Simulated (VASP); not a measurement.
# Si3N4 (I-43d) in VASP: a series of runs

Runs on Si3N4. Level: PBE. Tasks: relaxation of the atoms.

Program: VASP 6.6.1. These are calculated values, not measurements. Logs are shortened: lines on timing, memory, paths and dates and some standing lists are left out, and cuts for length are marked.

## 1. The cell of the first run

It takes space group I-43d (No. 220, cubic). Conventional cell: a = 6.518 Å, b = 6.518 Å, c = 6.518 Å, α = 90.00°, β = 90.00°, γ = 90.00°. Within 2.3 Å of Si (site symmetry -4) lie 4 N at 1.76 Å. N (site symmetry 3) has 3 Si at 1.76 Å within 2.3 Å.

## 2. Relaxation of the atoms, PBE (9.89 Å³/atom)

Contents of INCAR:

```
PREC = Accurate
ENCUT = 520
EDIFF = 1E-6
ISMEAR = -1
SIGMA = 0.02
LREAL = False
LASPH = True
NELM = 60
ALGO = Normal
ISIF = 2
LWAVE = False
LCHARG = False
GGA = PE
IBRION = 2
NSW = 80
EDIFFG = -0.02
```

Contents of KPOINTS:

```
regular mesh
0
Gamma
  6 6 6
```

Contents of POSCAR:

```
Si3N4
1.0
   -3.2587900288      3.2587900288      3.2587900288
    3.2587900288     -3.2587900288      3.2587900288
    3.2587900288      3.2587900288     -3.2587900288
Si N
6 8
Direct
    0.2500000000      0.1250000000      0.8750000000
    0.8750000000      0.2500000000      0.1250000000
    0.7500000000      0.3750000000      0.6250000000
    0.6250000000      0.7500000000      0.3750000000
    0.1250000000      0.8750000000      0.2500000000
    0.3750000000      0.6250000000      0.7500000000
    0.5628000000      0.5628000000      0.5628000000
    0.4372000000      0.5000000000      0.0000000000
    0.5000000000      0.0000000000      0.9372000000
    0.0000000000      0.4372000000      0.5000000000
    0.9372000000      0.5000000000      0.0000000000
    0.0628000000      0.0628000000      0.0628000000
    0.0000000000      0.9372000000      0.5000000000
    0.5000000000      0.0000000000      0.4372000000
```

Potentials or basis: VASP PAW PBE potentials, release 64 (Si, N).

The run is started by

```sh
$ cat potpaw_PBE.64/Si/POTCAR potpaw_PBE.64/N/POTCAR > POTCAR
$ mpirun -np 1 vasp_std > vasp.out
```

OUTCAR:

```text
PREC = Accurate
   ENCUT = 520
   EDIFF = 1E-6
   ISMEAR = -1
   LREAL = False
   LASPH = True
   NELM = 60
   ISIF = 2
   GGA = PE
   IBRION = 2
   NSW = 80
   EDIFFG = -0.02

 ion  position               nearest neighbor table
   1  0.250  0.125  0.875-   8 1.76   9 1.76  12 1.76  13 1.76   5 3.05   6 3.05   4 3.05   2 3.05
                             5 3.05   6 3.05   2 3.05   4 3.05
   2  0.875  0.250  0.125-  11 1.76  10 1.76   9 1.76  12 1.76   6 3.05   5 3.05   3 3.05   5 3.05
                             1 3.05   3 3.05   1 3.05   6 3.05
   3  0.750  0.375  0.625-  10 1.76   7 1.76  11 1.76  14 1.76   5 3.05   6 3.05   4 3.05   6 3.05
                             2 3.05   2 3.05   4 3.05   5 3.05
   4  0.625  0.750  0.375-   7 1.76   8 1.76  13 1.76  14 1.76   6 3.05   5 3.05   3 3.05   3 3.05
                             5 3.05   6 3.05   1 3.05   1 3.05
   5  0.125  0.875  0.250-  11 1.76  12 1.76  14 1.76  13 1.76   2 3.05   4 3.05   1 3.05   3 3.05
                             1 3.05   2 3.05   3 3.05   4 3.05
   6  0.375  0.625  0.750-   7 1.76   9 1.76  10 1.76   8 1.76   1 3.05   3 3.05   4 3.05   2 3.05
                             4 3.05   1 3.05   3 3.05   2 3.05
   7  0.563  0.563  0.563-   3 1.76   4 1.76   6 1.76
   8  0.437  0.500  0.000-   1 1.76   4 1.76   6 1.76
   9  0.500  0.000  0.937-   1 1.76   2 1.76   6 1.76
  10  0.000  0.437  0.500-   3 1.76   2 1.76   6 1.76
  11  0.937  0.500  0.000-   2 1.76   3 1.76   5 1.76
  12  0.063  0.063  0.063-   1 1.76   2 1.76   5 1.76
  13  0.000  0.937  0.500-   1 1.76   4 1.76   5 1.76
  14  0.500  0.000  0.437-   3 1.76   4 1.76   5 1.76

  LATTYP: Found a body centered cubic cell.
 ALAT       =     6.5175800576

  Lattice vectors:

 A1 = (  -3.2587900288,   3.2587900288,   3.2587900288)
 A2 = (   3.2587900288,  -3.2587900288,   3.2587900288)
 A3 = (   3.2587900288,   3.2587900288,  -3.2587900288)

Analysis of symmetry for initial positions (statically):
=====================================================================
 Subroutine PRICEL returns:
 Original cell was already a primitive cell.

 Routine SETGRP: Setting up the symmetry group for a
 body centered cubic supercell.

 Subroutine GETGRP returns: Found 24 space group operations
 (whereof  3 operations were pure point group operations)
 out of a pool of 48 trial point group operations.

The static configuration has the point symmetry C_3 .
 The point group associated with its full space group is T_d .

Analysis of symmetry for dynamics (positions and initial velocities):
=====================================================================
 Subroutine PRICEL returns:
 Original cell was already a primitive cell.

 Routine SETGRP: Setting up the symmetry group for a
 body centered cubic supercell.

 Subroutine GETGRP returns: Found 24 space group operations
 (whereof  3 operations were pure point group operations)
 out of a pool of 48 trial point group operations.

The dynamic configuration has the point symmetry C_3 .
 The point group associated with its full space group is T_d .

 Subroutine INISYM returns: Found 24 space group operations
 (whereof  3 operations are pure point group operations),
 and found     1 'primitive' translations

----------------------------------------------------------------------------------------

                                     Primitive cell

  volume of cell :     138.4297

  direct lattice vectors                    reciprocal lattice vectors
    -3.258790029  3.258790029  3.258790029     0.000000000  0.153431180  0.153431180
     3.258790029 -3.258790029  3.258790029     0.153431180  0.000000000  0.153431180
     3.258790029  3.258790029 -3.258790029     0.153431180  0.153431180  0.000000000

  length of vectors
     5.644389901  5.644389901  5.644389901     0.216984456  0.216984456  0.216984456

  position of ions in fractional coordinates (direct lattice)
     0.250000000  0.125000000  0.875000000
     0.875000000  0.250000000  0.125000000
     0.750000000  0.375000000  0.625000000
     0.625000000  0.750000000  0.375000000
     0.125000000  0.875000000  0.250000000
     0.375000000  0.625000000  0.750000000
     0.562800000  0.562800000  0.562800000
     0.437200000  0.500000000  0.000000000
     0.500000000  0.000000000  0.937200000
     0.000000000  0.437200000  0.500000000
     0.937200000  0.500000000  0.000000000
     0.062800000  0.062800000  0.062800000
     0.000000000  0.937200000  0.500000000
     0.500000000  0.000000000  0.437200000

  ion indices of the primitive-cell ions
   primitive index   ion index
                 1           1
                 2           2
                 3           3
                 4           4
                 5           5
                 6           6
                 7           7
                 8           8
                 9           9
                10          10
                11          11
                12          12
                13          13
                14          14

----------------------------------------------------------------------------------------

 KPOINTS: regular mesh

Automatic generation of k-mesh.
 Grid dimensions read from file:
 generate k-points for:    6    6    6

 Generating k-lattice:

  Cartesian coordinates                     Fractional coordinates (reciprocal lattice)
     0.000000000  0.025571863  0.025571863     0.166666667  0.000000000  0.000000000
     0.025571863  0.000000000  0.025571863     0.000000000  0.166666667  0.000000000
     0.025571863  0.025571863  0.000000000     0.000000000  0.000000000  0.166666667

  Length of vectors
     0.036164076  0.036164076  0.036164076

  Shift w.r.t. Gamma in fractional coordinates (k-lattice)
     0.000000000  0.000000000  0.000000000

 Subroutine IBZKPT returns following result:
 ===========================================

 Found     16 irreducible k-points:

 Following reciprocal coordinates:
            Coordinates               Weight
  0.000000  0.000000  0.000000      1.000000
  0.166667  0.000000  0.000000     12.000000
  0.333333  0.000000  0.000000     12.000000
  0.500000  0.000000  0.000000      6.000000
  0.166667  0.166667  0.000000     24.000000
  0.333333  0.166667  0.000000     48.000000
[... 8 lines left out ...]
  0.500000  0.500000  0.333333     12.000000
  0.500000  0.500000  0.500000      1.000000
   k-points           NKPTS =     16   k-points in BZ     NKDIM =     16   number of bands    NBANDS=     40
   number of dos      NEDOS =    301   number of ions     NIONS =     14
   total plane-waves  NPLWV =  74088
   dimension x,y,z NGX =    42 NGY =   42 NGZ =   42
   dimension x,y,z NGXF=    84 NGYF=   84 NGZF=   84
   ions per type =               6   8
   NGX,Y,Z   is equivalent  to a cutoff of  12.37, 12.37, 12.37 a.u.
   NGXF,Y,Z  is equivalent  to a cutoff of  24.74, 24.74, 24.74 a.u.
 SYSTEM =  unknown system
   PREC   = accura    normal or accurate (medium, high low for compatibility)
   ISTART =      0    job   : 0-new  1-cont  2-samecut
   ICHARG =      2    charge: 1-file 2-atom 10-const
   ISPIN  =      1    spin polarized calculation?
   LNONCOLLINEAR =      F non collinear calculations
   LSORBIT =      F    spin-orbit coupling
   LASPH  =      T    aspherical Exc in radial PAW
   ENCUT  =  520.0 eV  38.22 Ry    6.18 a.u.  10.49 10.49 10.49*2*pi/ulx,y,z
   NELM   =     60;   NELMIN=  2; NELMDL= -5     # of ELM steps
   EDIFF  = 0.1E-05   stopping-criterion for ELM
   LREAL  =      F    real-space projection
   EDIFFG = -.2E-01   stopping-criterion for IOM
   NSW    =     80    number of steps for IOM
   IBRION =      2    ionic relax: 0-MD 1-quasi-New 2-CG
   NFREE  =      1    steps in history (QN), initial steepest desc. (CG)
   ISIF   =      2    stress and relaxation
   ISYM   =      2    0-nonsym 1-usesym 2-fastsym
   POTIM  = 0.5000    time-step for ionic-motion
   TEBEG  =    0.0;   TEEND  =   0.0 temperature during run
   PSTRESS=    0.0 pullay stress
   NELECT =      64.0000    total number of electrons
   NUPDOWN=      -1.0000    fix difference up-down
   EMIN   =  10.00;   EMAX   =-10.00  energy-range for DOS
   EFERMI =   0.00;   METHOD = LEGACY
   ISMEAR =    -1;   SIGMA  =   0.02  broadening in eV -4-tet -1-fermi 0-gaus
   EFERMI_NEDOS =   21; number of points for ismear=-14 and -15
   IALGO  =     38    algorithm
   IMIX   =      4    mixing-type and parameters
     AMIX     =   0.40;   BMIX     =  1.00
     AMIX_MAG =   1.60;   BMIX_MAG =  1.00
  volume/ion in A,a.u.               =       9.89        66.73
  Fermi-wavevector in a.u.,A,eV,Ry     =   1.265878  2.392162 21.802609  1.602447
  Thomas-Fermi vector in A             =   2.399108
   LORBIT       =      0    0 simple, 1 ext, 2 COOP (PROOUT), +10 PAW based schemes
   GGA     = PE    functional components
   LHFCALC =     F    Hartree Fock is set to
   AEXX    =    0.0000 exact exchange contribution
   IVDW    =     0    specifies the selected vdW correction
   LEPSILON=     F    determine dielectric tensor
   LRPA    =     F    only Hartree local field effects (RPA)
 conjugate gradient relaxation of ions
 non-spin polarized calculation
  energy-cutoff  :      520.00
  volume of cell :      138.43
 maximum number of plane-waves:      3781
 NGX is ok and might be reduce to    42
   NGX = 21   NGY = 21   NGZ = 21

--------------------------------------- Ionic step        1  -------------------------------------------

 number of electron      63.9999996 magnetization

 Free energy of the ion-electron system (eV)
  ---------------------------------------------------
  ext. energy  EPLUGINS =         0.00000000
  ---------------------------------------------------
  free energy    TOTEN  =      -113.13254768 eV

  energy without entropy =     -113.13254768  energy(sigma->0) =     -113.13254768

------------------------ aborting loop because EDIFF is reached ----------------------------------------

  FORCE on cell =-STRESS in cart. coord.  units (eV):
  Direction    XX          YY          ZZ          XY          YZ          ZX
  --------------------------------------------------------------------------------------
  -------------------------------------------------------------------------------------
  Total       -2.9869562     -2.9869562     -2.9869562      0.0000000      0.0000000      0.0000000
  in kB      -34.5708698    -34.5708698    -34.5708698      0.0000000      0.0000000      0.0000000
  external PRESSURE =     -34.5708698 kB  Pullay stress =       0.0000000 kB
[... 81 lines left out ...]
  energy  without entropy=     -113.1328725242  energy(sigma->0) =     -113.13287252

--------------------------------------- Ionic step        3  -------------------------------------------

 number of electron      63.9999998 magnetization

 Free energy of the ion-electron system (eV)
  ---------------------------------------------------
  ext. energy  EPLUGINS =         0.00000000
  ---------------------------------------------------
  free energy    TOTEN  =      -113.13323652 eV

  energy without entropy =     -113.13323652  energy(sigma->0) =     -113.13323652

 E-fermi :   7.9531     XC(G=0): -11.2863

 val. band max:        7.4823823967   @ k =   0.3333   0.3333   0.0000
 cond. band min:      11.4682179388   @ k =  -0.1667   0.1667   0.1667
 fundamental gap:      3.9858355421
 Fermi energy:         7.9531334865

 k-point     1 :       0.0000    0.0000    0.0000
  band No.  band energies     occupation
      1     -10.5489      2.00000
      2      -7.7490      2.00000
      3      -7.7490      2.00000
      4      -7.7490      2.00000
      5      -7.2359      2.00000
      6      -7.2359      2.00000
[... 718 lines left out ...]
  FREE ENERGIE OF THE ION-ELECTRON SYSTEM (eV)
  ---------------------------------------------------
  free  energy   TOTEN  =      -113.1332365164 eV

  energy  without entropy=     -113.1332365164  energy(sigma->0) =     -113.13323652

 reached required accuracy - stopping structural energy minimisation
```

Run time: 3 min. Hardware: 1 thread of AMD EPYC 7R13 (Zen 3), shared host; peak memory 0.25 GiB.

What came out:

- Free energy: -113.1332 eV
- Energy gained by relaxing: 0.0 meV/atom
- Ionic steps: 3
- Pressure after relaxing: -3.3 GPa
- Band gap on the k mesh: 3.99 eV (least direct gap 4.18 eV)

Step by step:
| step | energy change (eV) | largest force (eV/Å) | pressure (GPa) |
| --- | --- | --- | --- |
| 1 | 0.0000 | 0.0312 | -3.46 |
| 2 | -0.0003 | 0.0224 | -3.43 |
| 3 | -0.0007 | 0.0003 | -3.35 |

Final structure:
```
CELL_PARAMETERS angstrom
-3.25879 3.25879 3.25879
3.25879 -3.25879 3.25879
3.25879 3.25879 -3.25879
ATOMIC_POSITIONS crystal
Si 0.25000 0.12500 0.87500
Si 0.87500 0.25000 0.12500
Si 0.75000 0.37500 0.62500
Si 0.62500 0.75000 0.37500
Si 0.12500 0.87500 0.25000
Si 0.37500 0.62500 0.75000
N 0.56374 0.56374 0.56374
N 0.43626 0.50000 0.00000
N 0.50000 0.00000 0.93626
N 0.00000 0.43626 0.50000
N 0.93626 0.50000 0.00000
N 0.06374 0.06374 0.06374
N 0.00000 0.93626 0.50000
N 0.50000 0.00000 0.43626
```

A k mesh can miss the band edges.

## 3. Relaxation of the atoms, PBE (10.28 Å³/atom)

This run uses another cell than the first one, of 10.28 Å³/atom.

Contents of INCAR:

```
SYSTEM = Si3N4
  PREC = Accurate
  ENCUT = 520
  EDIFF = 1E-6
  ISMEAR = -1
  SIGMA = 0.02
  LREAL = .False.
  LASPH = .True.
  NELM = 60
  ALGO = Normal
  ISIF = 2
  LWAVE = .False.
  LCHARG = .False.
  GGA = PE
  IBRION = 2
  NSW = 80
  EDIFFG = -0.02
```

Contents of KPOINTS:

```
Automatic mesh
0
Gamma
  6 6 6
  0 0 0
```

POSCAR: that of step 2 with these lines changed.

```diff
@@ -2,5 +2,5 @@
 1.0
-   -3.2587900288      3.2587900288      3.2587900288
-    3.2587900288     -3.2587900288      3.2587900288
-    3.2587900288      3.2587900288     -3.2587900288
+   -3.3008435707      3.3008435707      3.3008435707
+    3.3008435707     -3.3008435707      3.3008435707
+    3.3008435707      3.3008435707     -3.3008435707
 Si N
```

Potentials or basis: VASP PAW PBE potentials, release 64 (Si, N).

The run is started by

```sh
$ cat potpaw_PBE.64/Si/POTCAR potpaw_PBE.64/N/POTCAR > POTCAR
$ mpirun -np 1 vasp_std > vasp.out
```

It took 4.9 min on 1 thread of Intel Xeon Platinum 8375C at 2.90GHz (Ice Lake), shared host; peak memory 0.35 GiB.

It converged, with:

- Free energy: -112.8743 eV
- Energy gained by relaxing: 0.6 meV/atom
- Ionic steps: 4
- Pressure after relaxing: -11.9 GPa
- Band gap on the k mesh: 3.82 eV (least direct gap 4.03 eV)

Forces on the atoms (eV/Å):
```
Si   0.000  0.000  0.000
Si   0.000  0.000  0.000
Si   0.000  0.000  0.000
Si   0.000  0.000  0.000
Si   0.000  0.000  0.000
Si   0.000  0.000  0.000
N   -0.002 -0.002 -0.002
N   -0.002  0.002  0.002
N    0.002  0.002 -0.002
N    0.002 -0.002  0.002
N   -0.002  0.002  0.002
N   -0.002 -0.002 -0.002
N    0.002 -0.002  0.002
N    0.002  0.002 -0.002
```

The path:
| step | energy change (eV) | largest force (eV/Å) | pressure (GPa) |
| --- | --- | --- | --- |
| 1 | 0.0000 | 0.1138 | -12.25 |
| 2 | -0.0043 | 0.0807 | -12.15 |
| 3 | -0.0085 | 0.0266 | -11.98 |
| 4 | -0.0090 | 0.0027 | -11.90 |

Final structure:
```xyz
14
Lattice="-3.3008 3.3008 3.3008 3.3008 -3.3008 3.3008 3.3008 3.3008 -3.3008" Properties=species:S:1:pos:R:3 pbc="T T T"
Si    2.4756    3.3008   -1.6504
Si   -1.6504    2.4756    3.3008
Si    0.8252    3.3008    1.6504
Si    1.6504    0.8252    3.3008
Si    3.3008   -1.6504    2.4756
Si    3.3008    1.6504    0.8252
N     1.8692    1.8692    1.8692
N     0.2188   -0.2188    3.0821
N     4.7325    1.4316    1.8692
N     3.0821    0.2188   -0.2188
N     1.8692    4.7325    1.4316
N     0.2188    0.2188    0.2188
N     1.4316    1.8692    4.7325
N    -0.2188    3.0821    0.2188
```

Levels at points of the mesh, in eV from the valence-band top:
| k point | band 30 | band 31 | band 32 | band 33 | band 34 | band 35 |
| --- | --- | --- | --- | --- | --- | --- |
| (0.00, 0.00, 0.00) | -0.16 | -0.16 | -0.07 | 3.96 | 4.31 | 4.31 |
| (0.50, 0.00, 0.00) | -1.21 | -0.02 | -0.02 | 4.77 | 4.77 | 5.44 |
| (0.50, 0.50, 0.50) | -1.77 | -1.14 | -1.14 | 5.18 | 5.18 | 5.18 |

## 4. Relaxation of the atoms, PBE (10.08 Å³/atom)

This run uses another cell than the first one, of 10.08 Å³/atom.

Contents of INCAR:

```
ALGO     = Normal         # electronic algorithm
EDIFF    = 1E-6           # SCF threshold, eV
EDIFFG   = -0.02          # ionic threshold
ENCUT    = 520            # plane-wave cutoff, eV
GGA      = PE             # functional
IBRION   = 2              # ionic algorithm
ISIF     = 2              # what is computed and relaxed
ISMEAR   = -1             # smearing method
LASPH    = True           # aspherical terms in the spheres
LCHARG   = False          # write CHGCAR
LREAL    = False          # projectors in reciprocal space
LWAVE    = False          # write WAVECAR
NELM     = 60             # most SCF steps
NSW      = 80             # ionic steps
PREC     = Accurate       # precision mode
SIGMA    = 0.02           # smearing width, eV
```

Contents of KPOINTS:

```
k-points
0
Gamma
  6 6 6
```

POSCAR: that of step 3 with these lines changed.

```diff
@@ -2,5 +2,5 @@
 1.0
-   -3.3008435707      3.3008435707      3.3008435707
-    3.3008435707     -3.3008435707      3.3008435707
-    3.3008435707      3.3008435707     -3.3008435707
+   -3.2799515960      3.2799515960      3.2799515960
+    3.2799515960     -3.2799515960      3.2799515960
+    3.2799515960      3.2799515960     -3.2799515960
 Si N
```

The run is started by

```sh
$ cat potpaw_PBE.64/Si/POTCAR potpaw_PBE.64/N/POTCAR > POTCAR
$ mpirun -np 1 vasp_std > vasp.out
```

Wall time 3.7 min (1 thread of Oxide Virtual Turin-like, shared host); peak memory 0.26 GiB.

The run converged. Its results:

```yaml
Free_energy: -113.0400 eV
Energy_gained_by_relaxing: 0.3 meV/atom
Ionic_steps: 3
Pressure_after_relaxing: -7.9 GPa
Largest_force_after_relaxing: 0.013 eV/Å
Band_gap_on_the_k_mesh: 3.90 eV (least direct gap 4.10 eV)
```

Forces in eV/Å, atoms in the order of the input:
```
Si   0.000  0.000  0.000
Si   0.000  0.000  0.000
Si   0.000  0.000  0.000
Si   0.000  0.000  0.000
Si   0.000  0.000  0.000
Si   0.000  0.000  0.000
N    0.008  0.008  0.008
N    0.008 -0.008 -0.008
N   -0.008 -0.008  0.008
N   -0.008  0.008 -0.008
N    0.008 -0.008 -0.008
N    0.008  0.008  0.008
N   -0.008  0.008 -0.008
N   -0.008 -0.008  0.008
```

Step by step:
| step | energy change (eV) | largest force (eV/Å) | pressure (GPa) |
| --- | --- | --- | --- |
| 1 | 0.0000 | 0.0743 | -8.07 |
| 2 | -0.0018 | 0.0530 | -8.01 |
| 3 | -0.0037 | 0.0135 | -7.88 |

Final structure:
```
CELL_PARAMETERS angstrom
-3.27995 3.27995 3.27995
3.27995 -3.27995 3.27995
3.27995 3.27995 -3.27995
ATOMIC_POSITIONS crystal
Si 0.25000 0.12500 0.87500
Si 0.87500 0.25000 0.12500
Si 0.75000 0.37500 0.62500
Si 0.62500 0.75000 0.37500
Si 0.12500 0.87500 0.25000
Si 0.37500 0.62500 0.75000
N 0.56460 0.56460 0.56460
N 0.43540 0.50000 0.00000
N 0.50000 0.00000 0.93540
N 0.00000 0.43540 0.50000
N 0.93540 0.50000 0.00000
N 0.06460 0.06460 0.06460
N 0.00000 0.93540 0.50000
N 0.50000 0.00000 0.43540
```

Levels at points of the mesh, in eV from the valence-band top:
```tsv
k point	band 28	band 29	band 30	band 31	band 32	band 33	band 34	band 35	band 36	band 37
(0.00, 0.00, 0.00)	-1.87	-0.16	-0.16	-0.16	-0.07	4.20	4.42	4.42	4.42	4.60
(0.50, 0.00, 0.00)	-1.92	-1.23	-1.23	-0.02	-0.02	4.84	4.84	5.60	5.60	6.09
(0.50, 0.50, 0.50)	-1.82	-1.82	-1.82	-1.15	-1.15	5.26	5.26	5.26	5.26	5.26
```

A k mesh can miss the band edges.

## 5. Summary

```tsv
cell	gap on the mesh (eV)	pressure (GPa)
atoms relaxed from a = 5.644 Å, angles 109.5°, 14 atoms	3.99	-3.3
atoms relaxed from a = 5.717 Å, angles 109.5°, 14 atoms	3.82	-11.9
atoms relaxed from a = 5.681 Å, angles 109.5°, 14 atoms	3.90	-7.9
```

Alike in all rows: task relaxation of the atoms; level PBE; potentials or basis VASP PAW PBE potentials, release 64 (Si, N); no spin polarisation; k mesh 6 × 6 × 6; cutoff (eV) 520; smearing fermi-dirac 0.02 eV.

Absolute energies hang on the potentials; compare differences alone.
